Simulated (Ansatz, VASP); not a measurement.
One calculation of Li2MgH2N2, two programs

```
Li Mg H N
1.0
     5.13678    0.00000    0.00000
     0.00000    9.76794    0.00000
     0.00000    0.00000    5.23601
Li Mg H N
8 4 8 8
Direct
  0.00000 0.25425 0.25000
  0.50000 0.24575 0.75000
  0.00000 0.74575 0.75000
  0.50000 0.75425 0.25000
  0.50000 0.51188 0.25000
  0.00000 0.98812 0.75000
  0.50000 0.48812 0.75000
  0.00000 0.01188 0.25000
  0.50000 0.23867 0.25000
  0.00000 0.26133 0.75000
  0.50000 0.76133 0.75000
  0.00000 0.73867 0.25000
  0.83316 0.44308 0.44989
  0.66684 0.05692 0.94989
  0.83316 0.55692 0.94989
  0.66684 0.94308 0.44989
  0.33316 0.94308 0.05011
  0.16684 0.55692 0.55011
  0.33316 0.05692 0.55011
  0.16684 0.44308 0.05011
  0.72811 0.35735 0.50275
  0.77189 0.14265 0.00275
  0.72811 0.64265 0.00275
  0.77189 0.85735 0.50275
  0.22811 0.85735 0.99725
  0.27189 0.64265 0.49725
  0.22811 0.14265 0.49725
  0.27189 0.35735 0.99725
```

Alike in both runs: task electric field gradients; functional PBE; k mesh 6 × 3 × 5; occupations fermi-dirac, width 0.02 eV; no spin polarisation.

|  | VASP | Ansatz |
| --- | --- | --- |
| version | VASP 6.6.1 | Ansatz 0.2.0 |
| potentials or method | VASP PAW PBE potentials, release 64 (Li_sv, Mg, H, N) | plane-wave PAW, scalar-relativistic |
| plane-wave cutoff (eV) | 520 | 420 |
| valence electrons in the cell | 80 | 112 |

```csv
,VASP,Ansatz,Ansatz less VASP
gap on the k mesh at the Fermi level (eV),2.32,2.32,+0.002
rms of the force components (eV/Å),0.032,0.036,+0.0037
size of Vzz on the site where it differs most (V/Å²),10.0,12.3,+2.29
```

Atom by atom the forces differ by 0.010 eV/Å (rms over components). With one functional, cell and mesh, what is left measures potentials, basis and numerics. VASP's potentials hold 80 valence electrons a cell and Ansatz's 112, so a difference there can come from the potentials and not from the codes.

Noted on VASP's run: the cutoff is under 1.25 times that of the potentials, so the pressure is a little rough.
